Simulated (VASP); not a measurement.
Here is a VASP 6.6.1 calculation.

Contents of POSCAR:

```
TiAl
1.0
    3.1790640000      0.0000000000      0.0000000000
    0.0000000000      3.1790640000      0.0000000000
    0.0000000000      0.0000000000      3.1790640000
Ti Al
1 1
Direct
    0.0000000000     -0.0629115991      0.0000000000
    0.5000000000      0.5000000000      0.5000000000
```

INCAR.step1

```
ALGO = Normal
EDIFF = 1E-4
ENCUT = 520
GGA = PE
ISMEAR = 0
LASPH = T
LCHARG = F
LREAL = F
LWAVE = T
NBANDS = 14
NELM = 100
PREC = Accurate
SIGMA = 0.15
```

The input INCAR.step2:

```
ALGO = Normal
EDIFF = 1E-6
ENCUT = 520
ISIF = 2
ISMEAR = 0
ISTART = 1
LASPH = T
LCHARG = F
LMIXTAU = T
LREAL = F
LWAVE = F
METAGGA = R2SCAN
NBANDS = 14
NELM = 100
PREC = Accurate
SIGMA = 0.15
```

KPOINTS

```
k-points
0
Gamma
  16 16 16
```

Potentials or basis: VASP PAW PBE potentials, release 64 (Ti_sv, Al).

Command:

```bash
$ cat potpaw_PBE.64/Ti_sv/POTCAR potpaw_PBE.64/Al/POTCAR > POTCAR
$ cp INCAR.step1 INCAR
$ mpirun -np 1 vasp_std > vasp.out
$ cp INCAR.step2 INCAR
$ mpirun -np 1 vasp_std > vasp.out
```

(1) What does it give for the largest force?

(2) Predict the pressure.

Results:

(1) 1.345 eV/Å.

(2) 0.9 GPa.

Caveat: the cell differs from its parent crystal (atom 1 (Ti) moved by (-0.200, +0.000) A along y and z); the PAW data sets were made with another functional, which shifts forces and pressure a little.
